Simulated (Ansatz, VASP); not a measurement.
**One calculation of ZrPdSe3, two programs**

```
Zr Pd Se
1.0
     4.79845    0.00000    0.00000
     0.00000    4.79845    0.00000
     0.00000    0.00000    4.79845
Zr Pd Se
1 1 3
Direct
  0.00000 0.00000 0.00000
  0.50000 0.50000 0.50000
  0.50000 0.00000 0.00000
  0.00000 0.50000 0.00000
  0.00000 0.00000 0.50000
```

Change from the starting cell: species swapped into the CuAgF3 type (Pm-3m, No. 221).

Alike in both runs: task relaxation of cell and atoms; functional PBE; k mesh 4 × 4 × 4; occupations gaussian, width 0.1 eV; no spin polarisation.

|  | VASP | Ansatz |
| --- | --- | --- |
| version | VASP 6.6.1 | Ansatz 0.2.0 |
| potentials or method | VASP PAW PBE potentials, release 64 (Zr_sv, Pd, Se), cutoff 600 eV | scalar-relativistic, plane waves, PAW |
| valence electrons in the cell | 40 | 78 |

```csv
,VASP,Ansatz,Ansatz less VASP
"gap on the k mesh at the Fermi level, each at its own relaxed structure (eV)",none,none,-
relaxed volume (Å³/atom),27.92,27.94,+0.023
relaxed cell length with the largest relative difference (Å),5.187,5.189,+0.0014
```

A gap of «none» marks a metal or a gap that the smearing closes. VASP's potentials hold 40 valence electrons a cell and Ansatz's 78, so a difference there can come from the potentials and not from the codes.

Noted on VASP's run: the volume moved by over 15 % at a fixed basis, so the end points are rough.
